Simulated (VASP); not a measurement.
Wanted: the native input for a VASP 6.6.1 run.

| Property | Result |
| --- | --- |
| Task | single point |
| Functional | r2SCAN |
| Potentials or basis | VASP PAW PBE potentials, release 64 (Ca_sv, Se) |
| Cutoff | 520 eV |
| k mesh | 8 × 8 × 8 |
| Occupations | gaussian, width 0.01 eV |
| Spin | no spin polarisation |
| Dipole correction | no |
| Further INCAR settings | ALGO = Normal; EDIFF = 1e-07; NBANDS = 15 |

Crystal: CaSe.

```
Ca Se
1.0
     3.02673    3.02673    0.00000
    -3.02673    3.02673    0.00000
     0.00000    3.02673    2.93177
Ca Se
1 1
Cartesian
  0.0000 0.0000 0.0000
  0.0000 3.0267 0.0000
```

This cell differs from its parent crystal: in-plane strain +0.02.

The input as run:

POSCAR

```
CaSe
1.0
    3.0267275583      3.0267275583      0.0000000000
   -3.0267275583      3.0267275583      0.0000000000
    0.0000000000      3.0267275583      2.9317713996
Ca Se
1 1
Direct
    0.0000000000      0.0000000000      0.0000000000
    0.5000000000      0.5000000000      0.0000000000
```

INCAR.step1

```
SYSTEM = CaSe
  PREC = Accurate
  ENCUT = 520
  ISMEAR = 0
  SIGMA = 0.01
  LREAL = .False.
  LASPH = .True.
  NELM = 100
  NBANDS = 15
  GGA = PE
  ALGO = Normal
  EDIFF = 1E-4
  LWAVE = .True.
  LCHARG = .False.
```

INCAR.step2

```
SYSTEM = CaSe
  PREC = Accurate
  ENCUT = 520
  EDIFF = 1E-7
  ISMEAR = 0
  SIGMA = 0.01
  LREAL = .False.
  LASPH = .True.
  NELM = 100
  ALGO = Normal
  ISIF = 2
  LWAVE = .False.
  LCHARG = .False.
  METAGGA = R2SCAN
  LMIXTAU = .True.
  NBANDS = 15
  ISTART = 1
```

KPOINTS

```
regular mesh
0
Gamma
  8 8 8
  0 0 0
```

Potentials or basis: VASP PAW PBE potentials, release 64 (Ca_sv, Se).

Command:

```bash
$ cat potpaw_PBE.64/Ca_sv/POTCAR potpaw_PBE.64/Se/POTCAR > POTCAR
$ cp INCAR.step1 INCAR
$ mpirun -np 1 vasp_std > vasp.out
$ cp INCAR.step2 INCAR
$ mpirun -np 1 vasp_std > vasp.out
```

It gave:

```
Pressure               : -1.0 GPa
Band gap on the k mesh : 2.56 eV (least direct gap 3.42 eV)
```

Caveat: the cell differs from its parent crystal (in-plane strain +0.02); the PAW data sets were made with another functional, which shifts forces and pressure a little.

Run time: 56 s on 1 thread of Intel(R) Xeon(R) 6975P-C (Granite Rapids), with other jobs on the host, peak memory 0.21 GiB.
